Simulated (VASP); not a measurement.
## Mg: single point with PBEsol

The system is Mg.

```
Mg
1.0
     3.14810    0.00000    0.00000
    -1.57405    2.72633    0.00000
     0.00000    0.00000    5.26045
Mg
2
Direct
  0.66667 0.33333 0.75000
  0.33333 0.66667 0.25000
```

```json
{
 "Program": "VASP 6.6.1",
 "Task": "single point",
 "Functional": "PBEsol",
 "Potentials or basis": "VASP PAW PBE potentials, release 64 (Mg)",
 "Cutoff": "520 eV",
 "k mesh": "10 × 10 × 5",
 "Occupations": "fermi-dirac, width 0.05 eV",
 "Spin": "no spin polarisation",
 "Dipole correction": "no",
 "Further INCAR settings": "ALGO = Fast; EDIFF = 1e-07; NBANDS = 9"
}
```

| Quantity | Value |
| --- | --- |
| Pressure | 0.0 GPa |
| Band gap on the k mesh | zero (bands 2 and 3 overlap by 2.06 eV) |

Levels at points of the mesh, in eV from the Fermi level:
| k point | band 1 | band 2 | band 3 | band 4 | band 5 | band 6 | band 7 |
| --- | --- | --- | --- | --- | --- | --- | --- |
| (0.00, 0.00, 0.00) | -7.05 | -1.91 | -1.55 | 11.28 | 11.28 | 11.50 | 11.50 |
| (0.50, 0.00, 0.00) | -2.15 | -2.08 | 2.60 | 2.92 | 3.08 | 3.57 | 7.20 |

It took 21 s on 1 thread of Intel Xeon 8259CL, on a shared host, peak memory 0.16 GiB.

Caveat: the PAW data sets were made with another functional, which shifts forces and pressure a little.
